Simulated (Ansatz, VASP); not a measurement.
LuTl2ClO4: VASP beside Ansatz

```
Cl Lu O Tl
1.0
     3.81544    0.00000    0.00000
     0.00000    3.81544    0.00000
     0.00000    0.00000    8.83802
Cl Lu O Tl
1 1 4 2
Cartesian
  0.0000 0.0000 4.4190
  0.0000 0.0000 0.0000
  1.9077 0.0000 7.4946
  0.0000 1.9077 7.4946
  1.9077 0.0000 1.3434
  0.0000 1.9077 1.3434
  1.9077 1.9077 6.3572
  1.9077 1.9077 2.4808
```

Alike in both runs: task single point; functional PBE; k mesh 5 × 5 × 2; occupations fermi-dirac, width 0.0146 eV; no spin polarisation.

|  | VASP | Ansatz |
| --- | --- | --- |
| version | VASP 6.6.1 | Ansatz 0.2.0 |
| potentials or method | VASP PAW PBE potentials, release 64 (Cl, Lu, O, Tl_d), cutoff 600 eV | PAW plane waves |
| valence electrons in the cell | 82 | 82 |

Ansatz gave:

| Item | Value |
| --- | --- |
| gap on the k mesh at the Fermi level (eV) | none |
| pressure (GPa) | 3.3 |
| traceless stress, the component that is largest in VASP (GPa) | -5.06 |
| rms of the force components (eV/Å) | 0.086 |

Q: Estimate VASP's values.

A: gap on the k mesh at the Fermi level (eV): none; pressure (GPa): 3.6; traceless stress, the component that is largest in VASP (GPa): -5.14; rms of the force components (eV/Å): 0.081.

Atom by atom the forces differ by 0.015 eV/Å (rms over components). A gap of «none» marks a metal or a gap that the smearing closes. With one functional, cell and mesh, what is left measures potentials, basis and numerics.

Spin-orbit coupling is off throughout.
